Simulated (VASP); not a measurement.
# Ti (I4/mmm) in VASP: a series of runs

Runs on Ti. Level: PBEsol. Tasks: single point.

Everything below comes from runs of VASP 6.6.1. Logs are shortened: lines on timing, memory, paths and dates and some standing lists are left out, and cuts for length are marked.

### 1 The cell of the first run

Symmetry: I4/mmm, No. 139, tetragonal system. The conventional cell has a = 3.210 Å, b = 3.210 Å, c = 3.050 Å, α = 90.00°, β = 90.00°, γ = 90.00°. Ti (site symmetry 4/mmm) has 14 Ti at 2.73 to 3.21 Å within 3.6 Å.

### 2 Single point, PBEsol (strain -0.0500 x Voigt [1, 0, 0, 0, 0, 0])

File INCAR:

```
ALGO = Fast
EDIFF = 1E-7
ENCUT = 520
GGA = PS
ISIF = 2
ISMEAR = 0
LASPH = T
LCHARG = F
LREAL = F
LWAVE = F
NBANDS = 12
NELM = 80
PREC = Accurate
SIGMA = 0.15
```

File KPOINTS:

```
k-points
0
Gamma
  26 26 26
```

File POSCAR:

```
Ti
1.0
   -1.5248602598      1.6051160629      1.6051160629
    1.5248602598     -1.6051160629      1.6051160629
    1.5248602598      1.6051160629     -1.6051160629
Ti
1
Direct
    0.0000000000      0.0000000000      0.0000000000
```

Potentials or basis: VASP PAW PBE potentials, release 64 (Ti_sv).

Launch:

```sh
$ cat potpaw_PBE.64/Ti_sv/POTCAR > POTCAR
$ mpirun -np 1 vasp_std > vasp.out
```

OUTCAR:

```text
EDIFF = 1E-7
   ENCUT = 520
   GGA = PS
   ISIF = 2
   ISMEAR = 0
   LASPH = T
   LREAL = F
   NELM = 80
   PREC = Accurate

 ion  position               nearest neighbor table
   1  0.000  0.000  0.000-

  LATTYP: Found a body centered tetragonal cell.
 ALAT       =     3.2102321258
 C/A-ratio  =     0.9500000000

  Lattice vectors:

 A1 = (  -1.5248602598,   1.6051160629,  -1.6051160629)
 A2 = (  -1.5248602598,  -1.6051160629,   1.6051160629)
 A3 = (   1.5248602598,   1.6051160629,   1.6051160629)

Analysis of symmetry for initial positions (statically):
=====================================================================
 Subroutine PRICEL returns:
 Original cell was already a primitive cell.

 Routine SETGRP: Setting up the symmetry group for a
 body centered tetragonal supercell.

 Subroutine GETGRP returns: Found 16 space group operations
 (whereof 16 operations were pure point group operations)
 out of a pool of 16 trial point group operations.

The static configuration has the point symmetry D_4h.

Analysis of symmetry for dynamics (positions and initial velocities):
=====================================================================
 Subroutine PRICEL returns:
 Original cell was already a primitive cell.

 Routine SETGRP: Setting up the symmetry group for a
 body centered tetragonal supercell.

 Subroutine GETGRP returns: Found 16 space group operations
 (whereof 16 operations were pure point group operations)
 out of a pool of 16 trial point group operations.

The dynamic configuration has the point symmetry D_4h.

 Subroutine INISYM returns: Found 16 space group operations
 (whereof 16 operations are pure point group operations),
 and found     1 'primitive' translations

----------------------------------------------------------------------------------------

                                     Primitive cell

  volume of cell :      15.7146

  direct lattice vectors                    reciprocal lattice vectors
    -1.524860260  1.605116063  1.605116063     0.000000000  0.311503954  0.311503954
     1.524860260 -1.605116063  1.605116063     0.327898899  0.000000000  0.311503954
     1.524860260  1.605116063 -1.605116063     0.327898899  0.311503954  0.000000000

  length of vectors
     2.734592102  2.734592102  2.734592102     0.440533116  0.452274697  0.452274697

  position of ions in fractional coordinates (direct lattice)
     0.000000000  0.000000000  0.000000000

  ion indices of the primitive-cell ions
   primitive index   ion index
                 1           1

----------------------------------------------------------------------------------------

 KPOINTS: k-points

Automatic generation of k-mesh.
 Grid dimensions read from file:
 generate k-points for:   26   26   26

 Generating k-lattice:

  Cartesian coordinates                     Fractional coordinates (reciprocal lattice)
     0.000000000  0.011980921  0.011980921     0.038461538  0.000000000  0.000000000
     0.012611496  0.000000000  0.011980921     0.000000000  0.038461538  0.000000000
     0.012611496  0.011980921  0.000000000     0.000000000  0.000000000  0.038461538

  Length of vectors
     0.016943581  0.017395181  0.017395181

  Shift w.r.t. Gamma in fractional coordinates (k-lattice)
     0.000000000  0.000000000  0.000000000

 Subroutine IBZKPT returns following result:
 ===========================================

 Found   1330 irreducible k-points:

 Following reciprocal coordinates:
            Coordinates               Weight
  0.000000  0.000000  0.000000      1.000000
  0.038462  0.000000  0.000000      4.000000
  0.076923  0.000000  0.000000      4.000000
  0.115385  0.000000  0.000000      4.000000
  0.153846  0.000000  0.000000      4.000000
  0.192308  0.000000  0.000000      4.000000
[... 16 lines left out ...]
  0.307692  0.038462 -0.000000     16.000000
  0.346154  0.038462  0.000000     16.000000
 [... further k-points ...]
   k-points           NKPTS =   1330   k-points in BZ     NKDIM =   1330   number of bands    NBANDS=     12
   number of dos      NEDOS =    301   number of ions     NIONS =      1
   total plane-waves  NPLWV =   8000
   dimension x,y,z NGX =    20 NGY =   20 NGZ =   20
   dimension x,y,z NGXF=    40 NGYF=   40 NGZF=   40
   ions per type =               1
   NGX,Y,Z   is equivalent  to a cutoff of  12.16, 12.16, 12.16 a.u.
   NGXF,Y,Z  is equivalent  to a cutoff of  24.32, 24.32, 24.32 a.u.
 SYSTEM =  unknown system
   PREC   = accura    normal or accurate (medium, high low for compatibility)
   ISTART =      0    job   : 0-new  1-cont  2-samecut
   ICHARG =      2    charge: 1-file 2-atom 10-const
   ISPIN  =      1    spin polarized calculation?
   LNONCOLLINEAR =      F non collinear calculations
   LSORBIT =      F    spin-orbit coupling
   LASPH  =      T    aspherical Exc in radial PAW
   ENCUT  =  520.0 eV  38.22 Ry    6.18 a.u.   5.08  5.08  5.08*2*pi/ulx,y,z
   NELM   =     80;   NELMIN=  2; NELMDL= -5     # of ELM steps
   EDIFF  = 0.1E-06   stopping-criterion for ELM
   LREAL  =      F    real-space projection
   EDIFFG = 0.1E-05   stopping-criterion for IOM
   NSW    =      0    number of steps for IOM
   IBRION =     -1    ionic relax: 0-MD 1-quasi-New 2-CG
   NFREE  =      0    steps in history (QN), initial steepest desc. (CG)
   ISIF   =      2    stress and relaxation
   ISYM   =      2    0-nonsym 1-usesym 2-fastsym
   POTIM  = 0.5000    time-step for ionic-motion
   TEBEG  =    0.0;   TEEND  =   0.0 temperature during run
   PSTRESS=    0.0 pullay stress
   NELECT =      12.0000    total number of electrons
   NUPDOWN=      -1.0000    fix difference up-down
   EMIN   =  10.00;   EMAX   =-10.00  energy-range for DOS
   EFERMI =   0.00;   METHOD = LEGACY
   ISMEAR =     0;   SIGMA  =   0.15  broadening in eV -4-tet -1-fermi 0-gaus
   EFERMI_NEDOS =   21; number of points for ismear=-14 and -15
   IALGO  =     68    algorithm
   IMIX   =      4    mixing-type and parameters
     AMIX     =   0.40;   BMIX     =  1.00
     AMIX_MAG =   1.60;   BMIX_MAG =  1.00
  volume/ion in A,a.u.               =      15.71       106.05
  Fermi-wavevector in a.u.,A,eV,Ry     =   1.496354  2.827699 30.464458  2.239075
  Thomas-Fermi vector in A             =   2.608381
   LORBIT       =      0    0 simple, 1 ext, 2 COOP (PROOUT), +10 PAW based schemes
   GGA     = PS    functional components
   LHFCALC =     F    Hartree Fock is set to
   AEXX    =    0.0000 exact exchange contribution
   IVDW    =     0    specifies the selected vdW correction
   LEPSILON=     F    determine dielectric tensor
   LRPA    =     F    only Hartree local field effects (RPA)
 non-spin polarized calculation
 RMM-DIIS sequential band-by-band and
 Gauss-broadening in eV      SIGMA  =   0.15
  energy-cutoff  :      520.00
  volume of cell :       15.71
 maximum number of plane-waves:       438
   NGX = 11   NGY = 11   NGZ = 11

 number of electron      11.9999998 magnetization

 Free energy of the ion-electron system (eV)
  ---------------------------------------------------
  ext. energy  EPLUGINS =         0.00000000
  ---------------------------------------------------
  free energy    TOTEN  =        -8.23517309 eV

  energy without entropy =       -8.21249628  energy(sigma->0) =       -8.22383468

 E-fermi :   9.0417     XC(G=0): -12.1176

 val. band max:        9.0415306267   @ k =  -0.4615  -0.3462   0.0385
 cond. band min:       9.0417401746   @ k =   0.0769  -0.3077   0.0385
 fundamental gap:      0.0002095479
 Fermi energy:         9.0416945180

 k-point     1 :       0.0000    0.0000    0.0000
  band No.  band energies     occupation
      1     -47.0806      2.00000
      2     -22.8914      2.00000
      3     -22.8914      2.00000
      4     -22.8908      2.00000
      5       2.8807      2.00000
      6       9.8276      0.00000
      7      10.2578      0.00000
      8      10.2578      0.00000
      9      11.8255      0.00000
     10      12.3362      0.00000
     11      26.8558      0.00000
     12      26.8558      0.00000

 k-point     2 :       0.0385    0.0000    0.0000
  band No.  band energies     occupation
      1     -47.0778      2.00000
      2     -22.9058      2.00000
      3     -22.8947      2.00000
      4     -22.8912      2.00000
      5       2.9350      2.00000
      6       9.8249      0.00000
      7      10.2342      0.00000
      8      10.2986      0.00000
      9      11.7921      0.00000
     10      12.3330      0.00000
     11      26.8105      0.00000
     12      26.8706      0.00000

 k-point     3 :       0.0769    0.0000    0.0000
  band No.  band energies     occupation
      1     -47.0697      2.00000
      2     -22.9480      2.00000
      3     -22.9062      2.00000
      4     -22.8906      2.00000
      5       3.0958      2.00000
      6       9.8123      0.00000
      7      10.1655      0.00000
      8      10.4197      0.00000
      9      11.7026      0.00000
     10      12.3240      0.00000
     11      26.6517      0.00000
     12      26.8971      0.00000
[... 286 lines left out ...]
 k-point    23 :       0.3077    0.0385   -0.0000
  band No.  band energies     occupation
      1     -46.9387      2.00000
      2     -23.5899      2.00000
      3     -23.0873      2.00000
      4     -22.8867      2.00000
      5       5.7629      2.00000
      6       9.1900      0.16218
      7       9.2815      0.02374
      8      11.6112      0.00000
      9      12.3247      0.00000
     10      12.7135      0.00000
     11      21.5519      0.00000
     12      24.6932      0.00000

 k-point    24 :       0.3462    0.0385    0.0000
  band No.  band energies     occupation
      1     -46.9195      2.00000
      2     -23.6792      2.00000
      3     -23.1137      2.00000
      4     -22.8854      2.00000
      5       6.0658      2.00000
      6       9.0657      0.82080
      7       9.4262      0.00029
      8      11.6931      0.00000
      9      12.3451      0.00000
     10      13.1243      0.00000
     11      20.5774      0.00000
     12      24.2508      0.00000

 [... further k-points ...]

------------------------ aborting loop because EDIFF is reached ----------------------------------------

  FORCE on cell =-STRESS in cart. coord.  units (eV):
  Direction    XX          YY          ZZ          XY          YZ          ZX
  --------------------------------------------------------------------------------------
  -------------------------------------------------------------------------------------
  Total        0.5010643      0.6390594      0.6390594     -0.0000000      0.0000000     -0.0000000
  in kB       51.0859076     65.1551753     65.1551753     -0.0000000      0.0000000     -0.0000000
  external PRESSURE =      60.4654194 kB  Pullay stress =       0.0000000 kB

 VOLUME and BASIS-vectors are now :
 -----------------------------------------------------------------------------
  energy-cutoff  :      520.00
  volume of cell :       15.71
      direct lattice vectors                 reciprocal lattice vectors
    -1.524860260  1.605116063  1.605116063     0.000000000  0.311503954  0.311503954
     1.524860260 -1.605116063  1.605116063     0.327898899  0.000000000  0.311503954
     1.524860260  1.605116063 -1.605116063     0.327898899  0.311503954  0.000000000

 POSITION                                       TOTAL-FORCE (eV/Angst)
 -----------------------------------------------------------------------------------
      0.00000      0.00000      0.00000        -0.000000      0.000000      0.000000
 -----------------------------------------------------------------------------------
    total drift:                                0.000000     -0.000000      0.000000

  FREE ENERGIE OF THE ION-ELECTRON SYSTEM (eV)
  ---------------------------------------------------
  free  energy   TOTEN  =        -8.2351730877 eV

  energy  without entropy=       -8.2124962789  energy(sigma->0) =       -8.22383468
```

It took 2.9 min on 1 thread of Intel Xeon 6975P-C (Granite Rapids), shared host; peak memory 0.34 GiB.

What came out:

| Property | Result |
| --- | --- |
| Free energy | -8.2352 eV |
| Pressure | 6.0 GPa |
| Band gap on the k mesh | zero (bands 6 and 7 overlap by 1.76 eV) |

Levels at points of the mesh, in eV from the Fermi level:
| k point | band 2 | band 3 | band 4 | band 5 | band 6 | band 7 | band 8 | band 9 | band 10 | band 11 |
| --- | --- | --- | --- | --- | --- | --- | --- | --- | --- | --- |
| (0.00, 0.00, 0.00) | -31.93 | -31.93 | -31.93 | -6.16 | 0.79 | 1.22 | 1.22 | 2.78 | 3.29 | 17.81 |
| (0.50, 0.00, 0.00) | -32.88 | -32.20 | -31.92 | -2.71 | -0.18 | 1.23 | 2.74 | 3.33 | 4.80 | 9.67 |
| (0.00, 0.50, 0.00) | -32.87 | -32.23 | -31.96 | -2.73 | -0.69 | 1.63 | 3.10 | 3.66 | 4.85 | 10.07 |
| (0.50, 0.50, 0.50) | -32.59 | -32.59 | -32.50 | -2.55 | -2.40 | 4.40 | 4.40 | 4.51 | 8.70 | 8.70 |

Caveat: the cell differs from its parent crystal (strain -0.0500 x Voigt [1, 0, 0, 0, 0, 0]); the cell stands under pressure; the PAW data sets were made with another functional, which shifts forces and pressure a little.

### 3 Single point, PBEsol (strain -0.0250 x Voigt [1, 0, 0, 0, 0, 0])

File INCAR:

```
SYSTEM = Ti
PREC = Accurate
ENCUT = 520
EDIFF = 1E-7
ISMEAR = 0
SIGMA = 0.15
LREAL = .False.
LASPH = .True.
NELM = 80
ALGO = Fast
ISIF = 2
LWAVE = .False.
LCHARG = .False.
GGA = PS
NBANDS = 12
```

File KPOINTS:

```
Automatic mesh
0
Gamma
  26 26 26
  0 0 0
```

File POSCAR:

```
Ti
1.0
   -1.5649881613      1.6051160629      1.6051160629
    1.5649881613     -1.6051160629      1.6051160629
    1.5649881613      1.6051160629     -1.6051160629
Ti
1
Direct
    0.0000000000      0.0000000000      0.0000000000
```

Potentials or basis: VASP PAW PBE potentials, release 64 (Ti_sv).

Launch:

```sh
$ cat potpaw_PBE.64/Ti_sv/POTCAR > POTCAR
$ mpirun -np 1 vasp_std > vasp.out
```

Run time: 4.8 min. Hardware: 1 thread of Intel Xeon 6975P-C (Granite Rapids), shared host; peak memory 0.36 GiB.

Results (log left out):

```
Free energy            : -8.2449 eV
Pressure               : 2.7 GPa
Band gap on the k mesh : zero (bands 6 and 7 overlap by 1.75 eV)
```

Stress tensor (GPa, compression positive):
```
2.33 0.00 0.00
0.00 2.91 0.00
0.00 0.00 2.91
```

Levels at points of the mesh, in eV from the Fermi level:
```tsv
k point	band 4	band 5	band 6	band 7	band 8	band 9
(0.00, 0.00, 0.00)	-32.01	-6.11	0.92	1.12	1.12	2.86
(0.50, 0.00, 0.00)	-32.00	-2.64	-0.32	1.27	2.83	3.31
(0.00, 0.50, 0.00)	-32.02	-2.65	-0.56	1.46	3.03	3.44
(0.50, 0.50, 0.50)	-32.57	-2.40	-2.33	4.30	4.30	4.35
```

Caveat: the cell differs from its parent crystal (strain -0.0250 x Voigt [1, 0, 0, 0, 0, 0]); the PAW data sets were made with another functional, which shifts forces and pressure a little.

### 4 Single point, PBEsol (strain +0.0250 x Voigt [1, 0, 0, 0, 0, 0])

File INCAR:

```
SYSTEM = Ti
PREC = Accurate ; ENCUT = 520
EDIFF = 1E-7 ; ISMEAR = 0
SIGMA = 0.15 ; LREAL = .False.
LASPH = .True. ; NELM = 60
ALGO = Fast ; ISIF = 2
LWAVE = .False. ; LCHARG = .False.
GGA = PS ; NBANDS = 12
```

KPOINTS is that of step 3.

File POSCAR:

```
Ti
1.0
   -1.6452439645      1.6051160629      1.6051160629
    1.6452439645     -1.6051160629      1.6051160629
    1.6452439645      1.6051160629     -1.6051160629
Ti
1
Direct
    0.0000000000      0.0000000000      0.0000000000
```

Launch:

```sh
$ cat potpaw_PBE.64/Ti_sv/POTCAR > POTCAR
$ mpirun -np 1 vasp_std > vasp.out
```

It took 4.8 min on 1 thread of Intel Xeon 6975P-C (Granite Rapids), shared host; peak memory 0.37 GiB.

The run converged. Its results:

```
Free energy            : -8.2443 eV
Pressure               : -2.9 GPa
Band gap on the k mesh : zero (bands 6 and 7 overlap by 1.63 eV)
```

Stress tensor (GPa, compression positive):
```
-2.56  0.00  0.00
 0.00 -3.05  0.00
 0.00  0.00 -3.05
```

Levels at points of the mesh, in eV from the Fermi level:
| k point | band 4 | band 5 | band 6 | band 7 | band 8 | band 9 |
| --- | --- | --- | --- | --- | --- | --- |
| (0.00, 0.00, 0.00) | -32.17 | -6.01 | 0.95 | 0.95 | 1.13 | 2.72 |
| (0.50, 0.00, 0.00) | -32.19 | -2.52 | -0.57 | 1.34 | 2.96 | 3.25 |
| (0.00, 0.50, 0.00) | -32.17 | -2.52 | -0.35 | 1.17 | 2.72 | 3.18 |
| (0.50, 0.50, 0.50) | -32.66 | -2.22 | -2.15 | 4.02 | 4.07 | 4.07 |

Caveat: the cell differs from its parent crystal (strain +0.0250 x Voigt [1, 0, 0, 0, 0, 0]); the PAW data sets were made with another functional, which shifts forces and pressure a little.

(Continued in part 2 of 2.)
